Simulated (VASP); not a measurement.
# Te (C2/m) in VASP: notebook

Te is run at these levels: PBEsol; tasks: single point.

Everything below comes from runs of VASP 6.6.1. Logs are shortened: lines on timing, memory, paths and dates and some standing lists are left out, and cuts for length are marked.

## 1. The cell of the first run

The structure is monoclinic, space group C2/m (No. 12). Conventional cell: a = 7.485 Å, b = 4.209 Å, c = 5.855 Å, α = 90.00°, β = 90.90°, γ = 90.00°. Within 4.0 Å of Te (site symmetry 2/m) lie 6 Te at 3.03 to 3.24 Å. Te (site symmetry m) has 6 Te at 2.97 to 3.40 Å within 3.9 Å.

## 2. Single point, PBEsol (30.73 Å³/atom)

Input file INCAR:

```
SYSTEM = Te
PREC = Accurate
ENCUT = 520
EDIFF = 1E-6
ISMEAR = -1
SIGMA = 0.05
LREAL = .FALSE.
LASPH = .TRUE.
NELM = 100
ALGO = Normal
ISIF = 2
LWAVE = .FALSE.
LCHARG = .FALSE.
GGA = PS
NBANDS = 16
```

Input file KPOINTS:

```
Automatic mesh
0
G
  7 7 5
  0 0 0
```

Input file POSCAR:

```
Te
1.0
    3.7423024554     -2.1043494257      0.0000000000
    3.7423024554      2.1043494257      0.0000000000
   -0.0923660238      0.0000000000      5.8540953882
Te
3
Direct
    0.0000000000      0.0000000000      0.0000000000
    0.3094466100      0.3094466100      0.3388094900
    0.6905533900      0.6905533900      0.6611905100
```

Potentials or basis: VASP PAW PBE potentials, release 64 (Te).

Launch:

```bash
> cat potpaw_PBE.64/Te/POTCAR > POTCAR
> mpirun -np 1 vasp_std > vasp.out
```

OUTCAR:

```text
SYSTEM = Te
   PREC = Accurate
   ENCUT = 520
   EDIFF = 1E-6
   ISMEAR = -1
   LREAL = .FALSE.
   LASPH = .TRUE.
   NELM = 100
   ISIF = 2
   GGA = PS

 ion  position               nearest neighbor table
   1  0.000  0.000  0.000-   2 3.03   3 3.03   3 3.24   3 3.24   2 3.24   2 3.24
   2  0.309  0.309  0.339-   3 2.97   3 2.97   1 3.03   1 3.24   1 3.24   3 3.40
   3  0.691  0.691  0.661-   2 2.97   2 2.97   1 3.03   1 3.24   1 3.24   2 3.40

  LATTYP: Found a base centered monoclinic cell.
 ALAT       =     7.4846049108
 B/A-ratio  =     0.5623140969
 C/A-ratio  =     0.7822489081
 COS(beta)  =    -0.0157760547

  Lattice vectors:

 A1 = (   3.7423024554,  -2.1043494257,   0.0000000000)
 A2 = (   3.7423024554,   2.1043494257,   0.0000000000)
 A3 = (  -0.0923660238,   0.0000000000,   5.8540953882)

Analysis of symmetry for initial positions (statically):
=====================================================================
 Subroutine PRICEL returns:
 Original cell was already a primitive cell.

 Routine SETGRP: Setting up the symmetry group for a
 base centered monoclinic supercell.

 Subroutine GETGRP returns: Found  4 space group operations
 (whereof  4 operations were pure point group operations)
 out of a pool of  4 trial point group operations.

The static configuration has the point symmetry C_2h.

Analysis of symmetry for dynamics (positions and initial velocities):
=====================================================================
 Subroutine PRICEL returns:
 Original cell was already a primitive cell.

 Routine SETGRP: Setting up the symmetry group for a
 base centered monoclinic supercell.

 Subroutine GETGRP returns: Found  4 space group operations
 (whereof  4 operations were pure point group operations)
 out of a pool of  4 trial point group operations.

The dynamic configuration has the point symmetry C_2h.

 Subroutine INISYM returns: Found  4 space group operations
 (whereof  4 operations are pure point group operations),
 and found     1 'primitive' translations

----------------------------------------------------------------------------------------

                                     Primitive cell

  volume of cell :      92.2033

  direct lattice vectors                    reciprocal lattice vectors
     3.742302455 -2.104349426  0.000000000     0.133607587 -0.237603125  0.002108063
     3.742302455  2.104349426  0.000000000     0.133607587  0.237603125  0.002108063
[... 87 lines left out ...]
   EDIFF  = 0.1E-05   stopping-criterion for ELM
   LREAL  =      F    real-space projection
   EDIFFG = 0.1E-04   stopping-criterion for IOM
   NSW    =      0    number of steps for IOM
   IBRION =     -1    ionic relax: 0-MD 1-quasi-New 2-CG
   NFREE  =      0    steps in history (QN), initial steepest desc. (CG)
   ISIF   =      2    stress and relaxation
   ISYM   =      2    0-nonsym 1-usesym 2-fastsym
   POTIM  = 0.5000    time-step for ionic-motion
   TEBEG  =    0.0;   TEEND  =   0.0 temperature during run
   PSTRESS=    0.0 pullay stress
   NELECT =      18.0000    total number of electrons
   NUPDOWN=      -1.0000    fix difference up-down
   EMIN   =  10.00;   EMAX   =-10.00  energy-range for DOS
   EFERMI =   0.00;   METHOD = LEGACY
   ISMEAR =    -1;   SIGMA  =   0.05  broadening in eV -4-tet -1-fermi 0-gaus
   EFERMI_NEDOS =   21; number of points for ismear=-14 and -15
   IALGO  =     38    algorithm
   IMIX   =      4    mixing-type and parameters
     AMIX     =   0.40;   BMIX     =  1.00
     AMIX_MAG =   1.60;   BMIX_MAG =  1.00
  volume/ion in A,a.u.               =      30.73       207.41
  Fermi-wavevector in a.u.,A,eV,Ry     =   0.949694  1.794661 12.271337  0.901918
  Thomas-Fermi vector in A             =   2.078000
   LORBIT       =      0    0 simple, 1 ext, 2 COOP (PROOUT), +10 PAW based schemes
   GGA     = PS    functional components
   LHFCALC =     F    Hartree Fock is set to
   AEXX    =    0.0000 exact exchange contribution
   IVDW    =     0    specifies the selected vdW correction
   LEPSILON=     F    determine dielectric tensor
   LRPA    =     F    only Hartree local field effects (RPA)
 non-spin polarized calculation
  energy-cutoff  :      520.00
  volume of cell :       92.20
 maximum number of plane-waves:      2505
   NGX = 15   NGY = 15   NGZ = 21

 number of electron      18.0000001 magnetization

 Free energy of the ion-electron system (eV)
  ---------------------------------------------------
  ext. energy  EPLUGINS =         0.00000000
  ---------------------------------------------------
  free energy    TOTEN  =       -10.48558110 eV

  energy without entropy =      -10.47794384  energy(sigma->0) =      -10.48176247

 E-fermi :   7.1720     XC(G=0):  -9.6953

 val. band max:        7.1703973195   @ k =   0.4286   0.2857   0.2000
 cond. band min:       7.1921629519   @ k =   0.0000   0.0000   0.4000
 fundamental gap:      0.0217656324
 Fermi energy:         7.1720183381

 k-point     1 :       0.0000    0.0000    0.0000
  band No.  band energies     occupation
      1      -7.0474      2.00000
      2      -3.5572      2.00000
      3      -3.3869      2.00000
      4       4.2362      2.00000
      5       4.2475      2.00000
      6       4.8711      2.00000
[... 433 lines left out ...]
      3      -2.3277      2.00000
      4       2.9320      2.00000
      5       4.0187      2.00000
      6       4.4180      2.00000
[... 8 lines left out ...]
     15      12.5717      0.00000
     16      12.9567      0.00000

 [... further k-points ...]

------------------------ aborting loop because EDIFF is reached ----------------------------------------

  FORCE on cell =-STRESS in cart. coord.  units (eV):
  Direction    XX          YY          ZZ          XY          YZ          ZX
  --------------------------------------------------------------------------------------
  -------------------------------------------------------------------------------------
  Total        0.6390418      0.8880492      1.2034340      0.0000000      0.0000000     -0.0067017
  in kB       11.1043550     15.4312495     20.9115558      0.0000000      0.0000000     -0.1164530
  external PRESSURE =      15.8157201 kB  Pullay stress =       0.0000000 kB

 VOLUME and BASIS-vectors are now :
 -----------------------------------------------------------------------------
  energy-cutoff  :      520.00
  volume of cell :       92.20
      direct lattice vectors                 reciprocal lattice vectors
     3.742302455 -2.104349426  0.000000000     0.133607587 -0.237603125  0.002108063
     3.742302455  2.104349426  0.000000000     0.133607587  0.237603125  0.002108063
    -0.092366024  0.000000000  5.854095388     0.000000000  0.000000000  0.170820585

 POSITION                                       TOTAL-FORCE (eV/Angst)
 -----------------------------------------------------------------------------------
      0.00000      0.00000      0.00000         0.000000      0.000000      0.000000
      2.28479      0.00000      1.98342         0.267925     -0.000000     -0.100852
      5.10745      0.00000      3.87067        -0.267925     -0.000000      0.100852
 -----------------------------------------------------------------------------------
    total drift:                                0.000000     -0.000000     -0.000000

  FREE ENERGIE OF THE ION-ELECTRON SYSTEM (eV)
  ---------------------------------------------------
  free  energy   TOTEN  =       -10.4855811014 eV

  energy  without entropy=      -10.4779438368  energy(sigma->0) =      -10.48176247
```

OSZICAR:

```text
N       E                     dE             d eps       ncg     rms          rms(c)
DAV:   1     0.667888156783E+02    0.66789E+02   -0.65459E+03  2304   0.898E+02
DAV:   2    -0.652031778106E+01   -0.73309E+02   -0.69269E+02  3176   0.137E+02
DAV:   3    -0.104505331233E+02   -0.39302E+01   -0.39084E+01  2800   0.341E+01
DAV:   4    -0.105065641565E+02   -0.56031E-01   -0.56024E-01  3312   0.493E+00
DAV:   5    -0.105076016132E+02   -0.10375E-02   -0.10375E-02  3008   0.605E-01    0.148E+01
DAV:   6    -0.104886634829E+02    0.18938E-01   -0.30740E-02  2952   0.969E-01    0.903E+00
DAV:   7    -0.104858257835E+02    0.28377E-02   -0.22378E-02  3072   0.854E-01    0.433E-01
DAV:   8    -0.104857016247E+02    0.12416E-03   -0.18600E-03  2920   0.251E-01    0.164E-01
DAV:   9    -0.104855798040E+02    0.12182E-03   -0.30221E-04  3128   0.993E-02    0.578E-02
DAV:  10    -0.104855830081E+02   -0.32041E-05   -0.78535E-05  3008   0.453E-02    0.186E-02
DAV:  11    -0.104855811181E+02    0.18900E-05   -0.12170E-05  2768   0.193E-02    0.652E-03
DAV:  12    -0.104855811014E+02    0.16716E-07   -0.82618E-07  1688   0.558E-03
   1 F= -.10485581E+02 E0= -.10481762E+02  d E =-.763726E-02
```

stdout:

```text
POSCAR found type information on POSCAR Te
 POSCAR found :  1 types and       3 ions
 scaLAPACK will be used
 -----------------------------------------------------------------------------
|                                                                             |
|                                                                             |
|     You enforced a specific xc type in the INCAR file but a different       |
|     I HOPE YOU KNOW WHAT YOU ARE DOING!                                     |
|                                                                             |
 -----------------------------------------------------------------------------

 LDA part: xc-table for (Slater+PW92), standard interpolation
 POSCAR, INCAR and KPOINTS ok, starting setup
 FFT: planning ... GRIDC
 FFT: planning ... GRID_SOFT
 FFT: planning ... GRID
 WAVECAR not read
 entering main loop
```

Run time: 1.8 min. Hardware: 1 thread of Intel Xeon 8259CL, shared host; peak memory 0.25 GiB.

Results:

```yaml
Free_energy: -10.4856 eV
Pressure: 1.6 GPa
Largest_force: 0.286 eV/Å
Band_gap_on_the_k_mesh: zero (bands 9 and 10 overlap by 0.03 eV)
```

Forces on the atoms (eV/Å):
```
Te   0.000  0.000  0.000
Te   0.268  0.000 -0.101
Te  -0.268  0.000  0.101
```

Caveat: the PAW data sets were made with another functional, which shifts forces and pressure a little; spin-orbit coupling is left out, which moves the levels of the heavy elements.

## 3. Single point, PBEsol (31.39 Å³/atom)

This run uses another cell than the first one, of 31.39 Å³/atom.

Input file INCAR:

```
PREC = Accurate
ENCUT = 520
EDIFF = 1E-6
ISMEAR = -1
SIGMA = 0.05
LREAL = F
LASPH = T
NELM = 100
ALGO = Normal
ISIF = 2
LWAVE = F
LCHARG = F
GGA = PS
NBANDS = 16
```

Input file KPOINTS:

```
Automatic mesh
0
Gamma
  7 7 5
```

Input file POSCAR:

```
Te
1.0
    3.7686575664     -2.1191692761      0.0000000000
    3.7686575664      2.1191692761      0.0000000000
   -0.0930165102      0.0000000000      5.8953227704
Te
3
Direct
    0.0000000000      0.0000000000      0.0000000000
    0.3094466100      0.3094466100      0.3388094900
    0.6905533900      0.6905533900      0.6611905100
```

Potentials or basis: VASP PAW PBE potentials, release 64 (Te).

Launch:

```bash
> cat potpaw_PBE.64/Te/POTCAR > POTCAR
> mpirun -np 1 vasp_std > vasp.out
```

OUTCAR:

```text
PREC = Accurate
   ENCUT = 520
   EDIFF = 1E-6
   ISMEAR = -1
   LREAL = F
   LASPH = T
   NELM = 100
   ISIF = 2
   GGA = PS

 ion  position               nearest neighbor table
   1  0.000  0.000  0.000-   2 3.05   3 3.05   3 3.26   3 3.26   2 3.26   2 3.26
   2  0.309  0.309  0.339-   3 2.99   3 2.99   1 3.05   1 3.26   1 3.26   3 3.42
   3  0.691  0.691  0.661-   2 2.99   2 2.99   1 3.05   1 3.26   1 3.26   2 3.42

  LATTYP: Found a base centered monoclinic cell.
 ALAT       =     7.5373151328
 B/A-ratio  =     0.5623140969
 C/A-ratio  =     0.7822489081
 COS(beta)  =    -0.0157760547

  Lattice vectors:

 A1 = (   3.7686575664,  -2.1191692761,   0.0000000000)
 A2 = (   3.7686575664,   2.1191692761,   0.0000000000)
 A3 = (  -0.0930165102,   0.0000000000,   5.8953227704)

Analysis of symmetry for initial positions (statically):
=====================================================================
 Subroutine PRICEL returns:
 Original cell was already a primitive cell.

 Routine SETGRP: Setting up the symmetry group for a
 base centered monoclinic supercell.

 Subroutine GETGRP returns: Found  4 space group operations
 (whereof  4 operations were pure point group operations)
 out of a pool of  4 trial point group operations.

The static configuration has the point symmetry C_2h.

Analysis of symmetry for dynamics (positions and initial velocities):
=====================================================================
 Subroutine PRICEL returns:
 Original cell was already a primitive cell.

 Routine SETGRP: Setting up the symmetry group for a
 base centered monoclinic supercell.

 Subroutine GETGRP returns: Found  4 space group operations
 (whereof  4 operations were pure point group operations)
 out of a pool of  4 trial point group operations.

The dynamic configuration has the point symmetry C_2h.

 Subroutine INISYM returns: Found  4 space group operations
 (whereof  4 operations are pure point group operations),
[... 117 lines left out ...]
     AMIX     =   0.40;   BMIX     =  1.00
     AMIX_MAG =   1.60;   BMIX_MAG =  1.00
  volume/ion in A,a.u.               =      31.39       211.82
  Fermi-wavevector in a.u.,A,eV,Ry     =   0.943052  1.782110 12.100305  0.889347
  Thomas-Fermi vector in A             =   2.070722
   LORBIT       =      0    0 simple, 1 ext, 2 COOP (PROOUT), +10 PAW based schemes
   GGA     = PS    functional components
   LHFCALC =     F    Hartree Fock is set to
   AEXX    =    0.0000 exact exchange contribution
   IVDW    =     0    specifies the selected vdW correction
   LEPSILON=     F    determine dielectric tensor
   LRPA    =     F    only Hartree local field effects (RPA)
 non-spin polarized calculation
  energy-cutoff  :      520.00
  volume of cell :       94.17
 maximum number of plane-waves:      2552
   NGX = 17   NGY = 17   NGZ = 21

 number of electron      18.0000001 magnetization

 Free energy of the ion-electron system (eV)
  ---------------------------------------------------
  ext. energy  EPLUGINS =         0.00000000
  ---------------------------------------------------
  free energy    TOTEN  =       -10.49697706 eV

  energy without entropy =      -10.48940479  energy(sigma->0) =      -10.49319092

 E-fermi :   6.8832     XC(G=0):  -9.6046

 val. band max:        6.8753066075   @ k =   0.4286   0.2857   0.2000
 cond. band min:       6.9130405024   @ k =   0.0000   0.0000   0.4000
 fundamental gap:      0.0377338949
 Fermi energy:         6.8831990734

 k-point     1 :       0.0000    0.0000    0.0000
  band No.  band energies     occupation
      1      -7.1626      2.00000
      2      -3.7739      2.00000
      3      -3.6124      2.00000
      4       4.0109      2.00000
      5       4.0280      2.00000
      6       4.5906      2.00000
[... 433 lines left out ...]
      3      -2.6024      2.00000
      4       2.7480      2.00000
      5       3.8088      2.00000
      6       4.1780      2.00000
[... 8 lines left out ...]
     15      12.3343      0.00000
     16      12.7107      0.00000

 [... further k-points ...]

------------------------ aborting loop because EDIFF is reached ----------------------------------------

  FORCE on cell =-STRESS in cart. coord.  units (eV):
  Direction    XX          YY          ZZ          XY          YZ          ZX
  --------------------------------------------------------------------------------------
  -------------------------------------------------------------------------------------
  Total        0.0017323      0.2074483      0.3250317      0.0000000      0.0000000     -0.0076550
  in kB        0.0294737      3.5296415      5.5302713      0.0000000      0.0000000     -0.1302464
  external PRESSURE =       3.0297955 kB  Pullay stress =       0.0000000 kB

 VOLUME and BASIS-vectors are now :
 -----------------------------------------------------------------------------
  energy-cutoff  :      520.00
  volume of cell :       94.17
      direct lattice vectors                 reciprocal lattice vectors
     3.768657566 -2.119169276  0.000000000     0.132673237 -0.235941510  0.002093321
     3.768657566  2.119169276  0.000000000     0.132673237  0.235941510  0.002093321
    -0.093016510  0.000000000  5.895322770     0.000000000  0.000000000  0.169625997

 POSITION                                       TOTAL-FORCE (eV/Angst)
 -----------------------------------------------------------------------------------
      0.00000      0.00000      0.00000         0.000000      0.000000      0.000000
      2.30088      0.00000      1.99739         0.204285      0.000000     -0.078522
      5.14342      0.00000      3.89793        -0.204285      0.000000      0.078522
 -----------------------------------------------------------------------------------
    total drift:                                0.000000     -0.000000     -0.000000

  FREE ENERGIE OF THE ION-ELECTRON SYSTEM (eV)
  ---------------------------------------------------
  free  energy   TOTEN  =       -10.4969770574 eV

  energy  without entropy=      -10.4894047924  energy(sigma->0) =      -10.49319092
```

stdout:

```text
POSCAR found type information on POSCAR Te
 POSCAR found :  1 types and       3 ions
 scaLAPACK will be used
 -----------------------------------------------------------------------------
|                                                                             |
|                                                                             |
|     You enforced a specific xc type in the INCAR file but a different       |
|     I HOPE YOU KNOW WHAT YOU ARE DOING!                                     |
|                                                                             |
 -----------------------------------------------------------------------------

 LDA part: xc-table for (Slater+PW92), standard interpolation
 POSCAR, INCAR and KPOINTS ok, starting setup
 FFT: planning ... GRIDC
 FFT: planning ... GRID_SOFT
 FFT: planning ... GRID
 WAVECAR not read
 entering main loop
```

It took 98 s on 1 thread of Intel Xeon 8259CL, shared host; peak memory 0.26 GiB.

What came out:

- Free energy: -10.4970 eV
- Pressure: 0.3 GPa
- Largest force: 0.219 eV/Å
- Band gap on the k mesh: zero (bands 9 and 10 overlap by 0.01 eV)

Forces on the atoms (eV/Å):
```
Te   0.000  0.000  0.000
Te   0.204  0.000 -0.079
Te  -0.204  0.000  0.079
```

Stress tensor (GPa, compression positive):
```
 0.00  0.00 -0.01
 0.00  0.35  0.00
-0.01  0.00  0.55
```

Levels at points of the mesh, in eV from the Fermi level:
```csv
k point,band 6,band 7,band 8,band 9,band 10,band 11,band 12,band 13
"(0.00, 0.00, 0.00)",-2.29,-2.11,-1.76,-1.55,0.98,1.02,1.57,4.56
```

Caveat: the PAW data sets were made with another functional, which shifts forces and pressure a little; spin-orbit coupling is left out, which moves the levels of the heavy elements.
